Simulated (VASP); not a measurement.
TaMn2N3: single point with PBE

The system is TaMn2N3.

```
Ta Mn N
1.0
     2.96451    0.00000    0.00000
     0.00000    2.96451    0.00000
     0.00000    0.00000    7.69115
Ta Mn N
1 2 3
Direct
  0.00000 0.00000 0.00000
  0.50000 0.50000 0.73149
  0.50000 0.50000 0.26851
  0.50000 0.50000 0.00000
  0.50000 0.50000 0.50000
  0.00000 0.00000 0.50000
```

The cell was built from a structure type or drawn by symmetry, and may not be a known phase.

```json
{"Program": "VASP 6.6.1", "Task": "single point", "Functional": "PBE", "Potentials or basis": "VASP PAW PBE potentials, release 64 (Ta_pv, Mn_pv, N)", "Cutoff": "520 eV", "k mesh": "6 × 6 × 2", "Occupations": "gaussian, width 0.1 eV", "Spin": "collinear spin, ferromagnetic start", "Starting moments": "[0.0, 4.0, 4.0, 0.0, 0.0, 0.0] μB"}
```

```
Pressure                                              : 0.6 GPa
Largest force                                         : 0.063 eV/Å
Net moment                                            : 4.94 μB per cell
Site moments                                          : Ta -0.25; Mn +2.66; N +0.01, -0.24, +0.11 μB
Valence electrons inside the program's atomic spheres : Ta 8.98; Mn 11.70; N 3.83, 3.58, 3.35
```

Forces in eV/Å, atoms in the order of the input:
```
Ta   0.000  0.000  0.000
Mn   0.000  0.000  0.063
Mn   0.000  0.000 -0.063
N    0.000  0.000  0.000
N    0.000  0.000  0.000
N    0.000  0.000  0.000
```

Stress tensor (GPa, compression positive):
```
0.31 0.00 0.00
0.00 0.31 0.00
0.00 0.00 1.02
```

Levels at points of the mesh, in eV from the Fermi level:
Spin up:
| k point | band 24 | band 25 | band 26 | band 27 | band 28 | band 29 | band 30 | band 31 | band 32 | band 33 |
| --- | --- | --- | --- | --- | --- | --- | --- | --- | --- | --- |
| (0.00, 0.00, 0.00) | -2.21 | -2.21 | -1.40 | -1.35 | -0.68 | -0.68 | -0.45 | 1.06 | 2.00 | 2.00 |
| (0.50, 0.00, 0.00) | -2.04 | -1.90 | -1.52 | -1.18 | -0.71 | 0.22 | 0.46 | 0.50 | 1.09 | 2.66 |
| (0.50, 0.50, 0.00) | -1.11 | -0.74 | -0.74 | -0.59 | -0.59 | -0.45 | -0.37 | 1.96 | 2.04 | 4.14 |
| (0.00, 0.00, 0.50) | -1.45 | -1.45 | -1.39 | -1.36 | -1.33 | -1.33 | -1.16 | 2.02 | 2.04 | 2.04 |
| (0.50, 0.00, 0.50) | -1.88 | -1.57 | -0.91 | -0.77 | -0.63 | 0.23 | 0.30 | 0.43 | 1.07 | 2.05 |
| (0.50, 0.50, 0.50) | -1.89 | -0.74 | -0.74 | -0.53 | 0.32 | 0.32 | 0.53 | 1.56 | 2.05 | 3.94 |
Spin down:
```csv
k point,band 20,band 21,band 22,band 23,band 24,band 25,band 26,band 27,band 28,band 29
"(0.00, 0.00, 0.00)",-3.55,-3.55,-0.67,-0.36,-0.21,-0.21,0.86,1.03,1.37,1.43
"(0.50, 0.00, 0.00)",-2.09,-1.69,-1.30,-1.04,-1.00,0.28,0.33,0.74,1.32,2.03
"(0.50, 0.50, 0.00)",-3.28,-2.94,-1.93,0.84,1.04,1.04,1.06,1.06,1.57,1.89
"(0.00, 0.00, 0.50)",-3.63,-2.34,-1.19,-0.75,-0.28,0.05,0.05,1.10,1.10,1.38
"(0.50, 0.00, 0.50)",-2.25,-1.86,-1.19,-1.04,-0.40,0.32,0.66,0.96,1.09,1.75
"(0.50, 0.50, 0.50)",-3.23,-3.23,-0.60,-0.25,0.38,0.38,1.89,1.90,2.11,2.11
```

Wall time 4.1 min on 1 thread of AMD EPYC 7R43 64-Core Processor (Zen 3), on a shared host, peak memory 0.21 GiB.

Caveat: the k points lie up to 0.41 Å⁻¹ apart; spin-orbit coupling is left out, which moves the levels of the heavy elements; only a ferromagnetic start was run, and an antiferromagnetic order may lie lower in energy. With open d or f shells a metallic result of PBE can be an artefact of self-interaction; +U or a hybrid may open a gap.
